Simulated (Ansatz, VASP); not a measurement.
## WS2: VASP beside Ansatz

```
W S
1.0
     3.11471    0.00000    0.00000
    -1.55735    2.69742    0.00000
     0.00000    0.00000   12.12980
W S
2 4
Direct
  0.33333 0.66667 0.74965
  0.66667 0.33333 0.25035
  0.33333 0.66667 0.12036
  0.66667 0.33333 0.61966
  0.33333 0.66667 0.38034
  0.66667 0.33333 0.87964
```

Alike in both runs: task single point; functional PBEsol; dispersion D3(BJ); k mesh 12 × 12 × 4; occupations gaussian, width 0.02 eV; no spin polarisation.

```csv
,VASP,Ansatz
version,VASP 6.6.1,Ansatz 0.2.0
potentials or method,"VASP PAW PBE potentials, release 64 (W_sv, S), cutoff 520 eV","scalar-relativistic, plane waves, PAW"
valence electrons in the cell,52,52
```

VASP gave:

* gap on the k mesh at the Fermi level (eV): 0.86
* least direct gap on the mesh (eV): 1.97
* pressure (GPa): -0.8
* traceless stress, the component that is largest in VASP (GPa): -1.26
* rms of the force components (eV/Å): 0.011

**Question.** What did Ansatz give for the same quantities?

**Answer.** gap on the k mesh at the Fermi level (eV): 0.84; least direct gap on the mesh (eV): 1.97; pressure (GPa): -1.0; traceless stress, the component that is largest in VASP (GPa): -1.29; rms of the force components (eV/Å): 0.002.

VASP's potentials were made for PBE, not for PBEsol. Atom by atom the forces differ by 0.010 eV/Å (rms over components).

Neither program's run includes spin-orbit coupling.
